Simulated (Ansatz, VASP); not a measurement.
## H: VASP beside Ansatz

The input INCAR:

```
PREC = Accurate
ENCUT = 500
EDIFF = 1E-6
ISMEAR = 0
SIGMA = 0.02
LREAL = False
LASPH = True
NELM = 120
ALGO = Normal
ISIF = 2
LWAVE = False
LCHARG = False
GGA = PS
NBANDS = 10
GGA_COMPAT = False
```

KPOINTS

```
Automatic mesh
0
Gamma
  1 1 1
```

The input POSCAR:

```
H
1.0
    1.6658090373     -2.7469537335     -0.0052436491
    1.6113438920      2.7140848555      0.0007060932
   -0.0086892704      0.0068758389      6.2934434662
H
4
Direct
    0.5662535610      0.4206466936      0.9977276521
    0.4258355753      0.5462440783      0.0069937013
    0.4030250062      0.5602515494      0.5008543439
    0.5770581392      0.4048615582      0.5055121593
```

Input for Ansatz:

```yaml
crystal:
  lattice:
    - [1.6658090373, -2.7469537335, -0.0052436491]
    - [1.611343892, 2.7140848555, 0.0007060932]
    - [-0.0086892704, 0.0068758389, 6.2934434662]
  atoms:
    - { symbol: H, position: [0.566253561, 0.4206466936, 0.9977276521] }
    - { symbol: H, position: [0.4258355753, 0.5462440783, 0.0069937013] }
    - { symbol: H, position: [0.4030250062, 0.5602515494, 0.5008543439] }
    - { symbol: H, position: [0.5770581392, 0.4048615582, 0.5055121593] }
basis:
  ecutwfc: 420
kpoints:
  mp_grid: { grid: [1, 1, 1] }
hamiltonian:
  xc: pbesol
scf:
  occupations: { method: gaussian, width: 0.02 }
output:
  forces: true
  stress: true
  eigenvalues: true
```

Change from the starting cell: kmesh displaced: [1, 1, 1] Gamma-centred.

Alike in both runs: task single point; functional PBEsol; k mesh 1 × 1 × 1; occupations gaussian, width 0.02 eV; no spin polarisation.

|  | VASP | Ansatz |
| --- | --- | --- |
| version | VASP 6.6.1 | Ansatz 0.2.0 |
| potentials or method | VASP PAW PBE potentials, release 64 (H), cutoff 500 eV | scalar-relativistic, plane waves, PAW |
| valence electrons in the cell | 4 | 4 |

Ansatz gave:

- gap on the k mesh at the Fermi level (eV): 10.50
- least direct gap on the mesh (eV): 10.50
- pressure (GPa): -15.3
- traceless stress, the component that is largest in VASP (GPa): 16.92
- rms of the force components (eV/Å): 1.451

Task: What did VASP give for the same quantities?

Result: gap on the k mesh at the Fermi level (eV): 10.50; least direct gap on the mesh (eV): 10.50; pressure (GPa): -15.4; traceless stress, the component that is largest in VASP (GPa): 16.92; rms of the force components (eV/Å): 1.452.

VASP's potentials were made for PBE, not for PBEsol. Atom by atom the forces differ by 0.006 eV/Å (rms over components).

The k mesh is coarse, so the values compare programs but aren't converged.
